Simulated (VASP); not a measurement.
**HfO2: single point with PBE**

The system is HfO2.

```xyz
3
Lattice="0.0000 2.6170 2.5489 2.4809 0.0000 2.5489 2.4809 2.6170 0.0000" Properties=species:S:1:pos:R:3 pbc="T T T"
Hf    0.0000    0.0000    0.0000
O     1.2404    1.3085    1.2745
O     3.7213    3.9255    3.8234
```

This cell differs from its parent crystal: normal strain along x -0.0267, normal strain along y +0.0267.

| Property | Result |
| --- | --- |
| Program | VASP 6.6.1 |
| Task | single point |
| Functional | PBE |
| Potentials or basis | VASP PAW PBE potentials, release 64 (Hf_pv, O) |
| Cutoff | 520 eV |
| k mesh | 8 × 8 × 8 |
| Occupations | gaussian, width 0.05 eV |
| Spin | no spin polarisation |
| Dipole correction | no |
| Further INCAR settings | ALGO = Normal; EDIFF = 1e-07; NBANDS = 18 |

| Item | Value |
| --- | --- |
| Pressure | -3.4 GPa |
| Band gap on the k mesh | 3.23 eV, indirect (least direct gap 3.40 eV) |

Stress tensor (GPa, compression positive):
```
  8.90   0.00   0.00
  0.00 -15.68   0.00
  0.00   0.00  -3.42
```

Levels at points of the mesh, in eV from the valence-band top:
| k point | band 7 | band 8 | band 9 | band 10 | band 11 | band 12 | band 13 | band 14 | band 15 | band 16 |
| --- | --- | --- | --- | --- | --- | --- | --- | --- | --- | --- |
| (0.00, 0.00, 0.00) | -5.53 | -5.52 | -1.24 | -0.91 | -0.54 | 3.23 | 3.70 | 5.51 | 9.83 | 9.89 |
| (0.50, 0.00, 0.00) | -4.41 | -3.31 | -3.00 | -2.14 | -2.08 | 4.14 | 4.33 | 6.47 | 8.67 | 8.86 |
| (0.50, 0.50, 0.00) | -3.89 | -3.57 | -2.26 | -1.32 | -0.29 | 3.35 | 5.19 | 6.17 | 7.50 | 7.92 |
| (0.50, 0.00, 0.50) | -3.79 | -3.62 | -1.91 | -1.43 | -0.57 | 3.41 | 5.12 | 5.76 | 7.43 | 7.64 |
| (0.00, 0.50, 0.50) | -3.84 | -3.69 | -2.14 | -1.69 | 0.00 | 3.40 | 5.13 | 6.56 | 7.75 | 7.96 |

It took 47 s on 1 thread of Intel Xeon 6975P-C, with other jobs on the host, peak memory 0.2 GiB.

Caveat: the cell differs from its parent crystal (normal strain along x -0.0267, normal strain along y +0.0267); spin-orbit coupling is left out, which moves the levels of the heavy elements. A k mesh can miss the band edges.
